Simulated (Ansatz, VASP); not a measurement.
# SnTe: VASP beside Ansatz

```
Te Sn
1.0
     0.00000    3.15085    3.15085
     3.15085    0.00000    3.15085
     3.15085    3.15085    0.00000
Te Sn
1 1
Direct
  0.50000 0.50000 0.50000
  0.00000 0.00000 0.00000
```

Alike in both runs: functional PBEsol; k mesh 5 × 5 × 5; occupations fermi-dirac, width 0.05 eV; no spin polarisation.

|  | VASP | Ansatz |
| --- | --- | --- |
| version | VASP 6.6.1 | Ansatz 0.2.0 |
| potentials or method | VASP PAW PBE potentials, release 64 (Te, Sn_d), cutoff 520 eV | all-electron LAPW, scalar-relativistic |
| task | single point | band structure |

|  | VASP | Ansatz | Ansatz less VASP |
| --- | --- | --- | --- |
| pressure (GPa) | -0.4 | -0.4 | +0.01 |

VASP's potentials were made for PBE, not for PBEsol. Ansatz ran all-electron here, and VASP with PAW potentials.

Neither program's run includes spin-orbit coupling.
